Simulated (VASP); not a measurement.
# Bi2B3Br (P6/mmm) in VASP: single point with PBE

Aim: the single point of Bi2B3Br with PBE.

All numbers are computed with VASP 6.6.1; they aren't measurements. Logs are shortened: lines on timing, memory, paths and dates and some standing lists are left out, and cuts for length are marked.

**1. The cell of the first run**

Symmetry: P6/mmm, No. 191, hexagonal system. Conventional cell: a = 5.879 Å, b = 5.879 Å, c = 3.891 Å, α = 90.00°, β = 90.00°, γ = 120.00°. Within 3.4 Å of B (site symmetry mmm) lie 4 Bi at 2.58 Å and 4 B at 2.94 Å. Bi (site symmetry -6m2) has 6 B at 2.58 Å and 3 Br at 3.39 Å and 3 Bi at 3.39 Å within 3.4 Å. Within 4.5 Å of Br (site symmetry 6/mmm) lie 6 Bi at 3.39 Å and 12 B at 3.52 Å and 2 Br at 3.89 Å.

**2. Single point, PBE**

INCAR

```
PREC     = Accurate       # precision mode
ENCUT    = 520            # plane-wave cutoff, eV
EDIFF    = 1E-6           # SCF threshold, eV
ISMEAR   = 0              # smearing method
SIGMA    = 0.1            # smearing width, eV
LREAL    = False          # projectors in reciprocal space
LASPH    = True           # aspherical terms in the spheres
NELM     = 80             # most SCF steps
ALGO     = Normal         # electronic algorithm
ISIF     = 2              # what is computed and relaxed
LWAVE    = False          # write WAVECAR
LCHARG   = True           # write CHGCAR
GGA      = PE             # functional
LELF     = True           # ELF
LVHAR    = True         
NBANDS   = 32             # bands
```

KPOINTS

```
regular mesh
0
Gamma
  3 3 4
```

POSCAR

```
Bi2B3Br
1.0
    5.8788750000      0.0000000000      0.0000000000
   -2.9394375000      5.0912551000      0.0000000000
    0.0000000000      0.0000000000      3.8911024700
B Bi Br
3 2 1
Direct
    0.5000000000      0.0000000000      0.5000000000
    0.0000000000      0.5000000000      0.5000000000
    0.5000000000      0.5000000000      0.5000000000
    0.6666666700      0.3333333300      0.0000000000
    0.3333333300      0.6666666700      0.0000000000
    0.0000000000      0.0000000000      0.0000000000
```

Potentials or basis: VASP PAW PBE potentials, release 64 (B, Bi_d, Br).

Run with:

```sh
$ cat potpaw_PBE.64/B/POTCAR potpaw_PBE.64/Bi_d/POTCAR potpaw_PBE.64/Br/POTCAR > POTCAR
$ mpirun -np 1 vasp_std > vasp.out
```

OUTCAR:

```text
PREC = Accurate
   ENCUT = 520
   EDIFF = 1E-6
   ISMEAR = 0
   LREAL = False
   LASPH = True
   NELM = 80
   ISIF = 2
   GGA = PE

 ion  position               nearest neighbor table
   1  0.500  0.000  0.500-   4 2.58   5 2.58   4 2.58   5 2.58
   2  0.000  0.500  0.500-   4 2.58   5 2.58   4 2.58   5 2.58
   3  0.500  0.500  0.500-   4 2.58   5 2.58   4 2.58   5 2.58
   4  0.667  0.333  0.000-   2 2.58   2 2.58   1 2.58   1 2.58   3 2.58   3 2.58   5 3.39   5 3.39
                             5 3.39
   5  0.333  0.667  0.000-   2 2.58   2 2.58   1 2.58   1 2.58   3 2.58   3 2.58   4 3.39   4 3.39
                             4 3.39
   6  0.000  0.000  0.000-

  LATTYP: Found a hexagonal cell.
 ALAT       =     5.8788750000
 C/A-ratio  =     0.6618787557

  Lattice vectors:

 A1 = (   5.8788750000,   0.0000000000,   0.0000000000)
 A2 = (  -2.9394375000,   5.0912551000,   0.0000000000)
 A3 = (   0.0000000000,   0.0000000000,   3.8911024700)

Analysis of symmetry for initial positions (statically):
=====================================================================
 Subroutine PRICEL returns:
 Original cell was already a primitive cell.

 Routine SETGRP: Setting up the symmetry group for a
 hexagonal supercell.

 Subroutine GETGRP returns: Found 24 space group operations
 (whereof 24 operations were pure point group operations)
 out of a pool of 24 trial point group operations.

The static configuration has the point symmetry D_6h.

Analysis of symmetry for dynamics (positions and initial velocities):
=====================================================================
 Subroutine PRICEL returns:
 Original cell was already a primitive cell.

 Routine SETGRP: Setting up the symmetry group for a
 hexagonal supercell.

 Subroutine GETGRP returns: Found 24 space group operations
 (whereof 24 operations were pure point group operations)
 out of a pool of 24 trial point group operations.

The dynamic configuration has the point symmetry D_6h.

 Subroutine INISYM returns: Found 24 space group operations
 (whereof 24 operations are pure point group operations),
 and found     1 'primitive' translations

----------------------------------------------------------------------------------------

                                     Primitive cell

  volume of cell :     116.4640

  direct lattice vectors                    reciprocal lattice vectors
     5.878875000  0.000000000  0.000000000     0.170100572  0.098207611  0.000000000
    -2.939437500  5.091255100  0.000000000     0.000000000  0.196415222  0.000000000
     0.000000000  0.000000000  3.891102470     0.000000000  0.000000000  0.256996573

  length of vectors
     5.878875000  5.878875004  3.891102470     0.196415222  0.196415222  0.256996573

  position of ions in fractional coordinates (direct lattice)
     0.500000000  0.000000000  0.500000000
     0.000000000  0.500000000  0.500000000
     0.500000000  0.500000000  0.500000000
     0.666666670  0.333333330  0.000000000
     0.333333330  0.666666670  0.000000000
     0.000000000  0.000000000  0.000000000

  ion indices of the primitive-cell ions
   primitive index   ion index
                 1           1
                 2           2
                 3           3
                 4           4
                 5           5
                 6           6

----------------------------------------------------------------------------------------

 KPOINTS: regular mesh

Automatic generation of k-mesh.
 Grid dimensions read from file:
 generate k-points for:    3    3    4

 Generating k-lattice:

  Cartesian coordinates                     Fractional coordinates (reciprocal lattice)
     0.056700191  0.032735870  0.000000000     0.333333333 -0.000000000  0.000000000
     0.000000000  0.065471741  0.000000000     0.000000000  0.333333333  0.000000000
     0.000000000  0.000000000  0.064249143     0.000000000  0.000000000  0.250000000

  Length of vectors
     0.065471741  0.065471741  0.064249143

  Shift w.r.t. Gamma in fractional coordinates (k-lattice)
     0.000000000  0.000000000  0.000000000

 Subroutine IBZKPT returns following result:
 ===========================================

 Found      9 irreducible k-points:

 Following reciprocal coordinates:
            Coordinates               Weight
  0.000000  0.000000  0.000000      1.000000
  0.333333  0.000000  0.000000      6.000000
  0.333333  0.333333  0.000000      2.000000
  0.000000  0.000000  0.250000      2.000000
  0.333333  0.000000  0.250000     12.000000
  0.333333  0.333333  0.250000      4.000000
  0.000000  0.000000  0.500000      1.000000
  0.333333  0.000000  0.500000      6.000000
  0.333333  0.333333  0.500000      2.000000
   k-points           NKPTS =      9   k-points in BZ     NKDIM =      9   number of bands    NBANDS=     32
   number of dos      NEDOS =    301   number of ions     NIONS =      6
   total plane-waves  NPLWV =  69120
   dimension x,y,z NGX =    48 NGY =   48 NGZ =   30
   dimension x,y,z NGXF=    96 NGYF=   96 NGZF=   60
   ions per type =               3   2   1
   NGX,Y,Z   is equivalent  to a cutoff of  13.57, 13.57, 12.82 a.u.
   NGXF,Y,Z  is equivalent  to a cutoff of  27.15, 27.15, 25.63 a.u.
 SYSTEM =  unknown system
   PREC   = accura    normal or accurate (medium, high low for compatibility)
   ISTART =      0    job   : 0-new  1-cont  2-samecut
   ICHARG =      2    charge: 1-file 2-atom 10-const
   ISPIN  =      1    spin polarized calculation?
   LNONCOLLINEAR =      F non collinear calculations
   LSORBIT =      F    spin-orbit coupling
   LASPH  =      T    aspherical Exc in radial PAW
   ENCUT  =  520.0 eV  38.22 Ry    6.18 a.u.  10.93 10.93  7.23*2*pi/ulx,y,z
   NELM   =     80;   NELMIN=  2; NELMDL= -5     # of ELM steps
   EDIFF  = 0.1E-05   stopping-criterion for ELM
   LREAL  =      F    real-space projection
   EDIFFG = 0.1E-04   stopping-criterion for IOM
   NSW    =      0    number of steps for IOM
   IBRION =     -1    ionic relax: 0-MD 1-quasi-New 2-CG
   NFREE  =      0    steps in history (QN), initial steepest desc. (CG)
   ISIF   =      2    stress and relaxation
   ISYM   =      2    0-nonsym 1-usesym 2-fastsym
   POTIM  = 0.5000    time-step for ionic-motion
   TEBEG  =    0.0;   TEEND  =   0.0 temperature during run
   PSTRESS=    0.0 pullay stress
   NELECT =      46.0000    total number of electrons
   NUPDOWN=      -1.0000    fix difference up-down
   EMIN   =  10.00;   EMAX   =-10.00  energy-range for DOS
   EFERMI =   0.00;   METHOD = LEGACY
   ISMEAR =     0;   SIGMA  =   0.10  broadening in eV -4-tet -1-fermi 0-gaus
   EFERMI_NEDOS =   21; number of points for ismear=-14 and -15
   IALGO  =     38    algorithm
   IMIX   =      4    mixing-type and parameters
     AMIX     =   0.40;   BMIX     =  1.00
     AMIX_MAG =   1.60;   BMIX_MAG =  1.00
  volume/ion in A,a.u.               =      19.41       130.99
  Fermi-wavevector in a.u.,A,eV,Ry     =   1.201149  2.269842 19.629924  1.442759
  Thomas-Fermi vector in A             =   2.336966
   LORBIT       =      0    0 simple, 1 ext, 2 COOP (PROOUT), +10 PAW based schemes
   GGA     = PE    functional components
   LHFCALC =     F    Hartree Fock is set to
   AEXX    =    0.0000 exact exchange contribution
   IVDW    =     0    specifies the selected vdW correction
   LEPSILON=     F    determine dielectric tensor
   LRPA    =     F    only Hartree local field effects (RPA)
 non-spin polarized calculation
 Gauss-broadening in eV      SIGMA  =   0.10
  energy-cutoff  :      520.00
  volume of cell :      116.46
 maximum number of plane-waves:      3165
 NGX is ok and might be reduce to    48
   NGX = 21   NGY = 21   NGZ = 15

 number of electron      45.9999999 magnetization

 Free energy of the ion-electron system (eV)
  ---------------------------------------------------
  ext. energy  EPLUGINS =         0.00000000
  ---------------------------------------------------
  free energy    TOTEN  =       -20.06343922 eV

  energy without entropy =      -20.04158654  energy(sigma->0) =      -20.05251288

 E-fermi :   5.7714     XC(G=0): -10.1974

 val. band max:        5.7680338245   @ k =   0.3333   0.0000   0.5000
 cond. band min:       5.7834245973   @ k =   0.3333   0.3333   0.0000
 fundamental gap:      0.0153907728
 Fermi energy:         5.7714142180

 k-point     1 :       0.0000    0.0000    0.0000
  band No.  band energies     occupation
      1     -17.3267      2.00000
      2     -17.3267      2.00000
      3     -17.2797      2.00000
      4     -17.2530      2.00000
      5     -17.2530      2.00000
      6     -17.2512      2.00000
[... 24 lines left out ...]
     31       9.0636      0.00000
     32      12.0000      0.00000

 k-point     2 :       0.3333    0.0000    0.0000
  band No.  band energies     occupation
      1     -17.3513      2.00000
      2     -17.3423      2.00000
      3     -17.2892      2.00000
      4     -17.2536      2.00000
      5     -17.2404      2.00000
      6     -17.2268      2.00000
[... 24 lines left out ...]
     31      10.0587      0.00000
     32      11.3673      0.00000

 k-point     3 :       0.3333    0.3333    0.0000
  band No.  band energies     occupation
      1     -17.3740      2.00000
      2     -17.3139      2.00000
      3     -17.3139      2.00000
      4     -17.2561      2.00000
      5     -17.2217      2.00000
      6     -17.2217      2.00000
[... 24 lines left out ...]
     31      10.8193      0.00000
     32      12.1319      0.00000

 k-point     4 :       0.0000    0.0000    0.2500
  band No.  band energies     occupation
      1     -17.3259      2.00000
      2     -17.3259      2.00000
      3     -17.2641      2.00000
      4     -17.2641      2.00000
      5     -17.2517      2.00000
      6     -17.2517      2.00000
[... 129 lines left out ...]
     31      12.4910      0.00000
     32      12.7152      0.00000

 k-point     8 :       0.3333    0.0000    0.5000
  band No.  band energies     occupation
      1     -17.3492      2.00000
      2     -17.3374      2.00000
      3     -17.2804      2.00000
      4     -17.2665      2.00000
      5     -17.2652      2.00000
      6     -17.2266      2.00000
[... 24 lines left out ...]
     31      12.4205      0.00000
     32      12.5404      0.00000

 k-point     9 :       0.3333    0.3333    0.5000
  band No.  band energies     occupation
      1     -17.3713      2.00000
      2     -17.3033      2.00000
      3     -17.3033      2.00000
      4     -17.2837      2.00000
      5     -17.2466      2.00000
      6     -17.2466      2.00000
[... 24 lines left out ...]
     31      11.3108      0.00000
     32      11.3108      0.00000

------------------------ aborting loop because EDIFF is reached ----------------------------------------

  FORCE on cell =-STRESS in cart. coord.  units (eV):
  Direction    XX          YY          ZZ          XY          YZ          ZX
  --------------------------------------------------------------------------------------
  -------------------------------------------------------------------------------------
  Total        3.5618115      3.5618115     -1.4641866      0.0000000      0.0000000      0.0000000
  in kB       48.9992874     48.9992875    -20.1425878      0.0000000      0.0000000      0.0000000
  external PRESSURE =      25.9519957 kB  Pullay stress =       0.0000000 kB

 VOLUME and BASIS-vectors are now :
 -----------------------------------------------------------------------------
  energy-cutoff  :      520.00
  volume of cell :      116.46
      direct lattice vectors                 reciprocal lattice vectors
     5.878875000  0.000000000  0.000000000     0.170100572  0.098207611  0.000000000
    -2.939437500  5.091255100  0.000000000     0.000000000  0.196415222  0.000000000
     0.000000000  0.000000000  3.891102470     0.000000000  0.000000000  0.256996573

 POSITION                                       TOTAL-FORCE (eV/Angst)
 -----------------------------------------------------------------------------------
      2.93944      0.00000      1.94555         0.000000      0.000000     -0.000000
     -1.46972      2.54563      1.94555         0.000000      0.000000     -0.000000
      1.46972      2.54563      1.94555         0.000000      0.000000     -0.000000
      2.93944      1.69709      0.00000        -0.000000      0.000000      0.000000
     -0.00000      3.39417      0.00000         0.000000     -0.000000     -0.000000
      0.00000      0.00000      0.00000         0.000000      0.000000     -0.000000
 -----------------------------------------------------------------------------------
    total drift:                               -0.000000      0.000000     -0.000000

  FREE ENERGIE OF THE ION-ELECTRON SYSTEM (eV)
  ---------------------------------------------------
  free  energy   TOTEN  =       -20.0634392187 eV

  energy  without entropy=      -20.0415865423  energy(sigma->0) =      -20.05251288
```

It took 30 s on 1 thread of AMD EPYC 7R13 (Zen 3), shared host; peak memory 0.22 GiB.

Results:

```yaml
Free_energy: -20.0634 eV
Pressure: 2.6 GPa
Band_gap_on_the_k_mesh: zero (band 23 reaches 6.70 eV, above the bottom of band 24 at 4.79 eV)
```

Caveat: the k points lie up to 0.41 Å⁻¹ apart; spin-orbit coupling is left out, which moves the levels of the heavy elements.
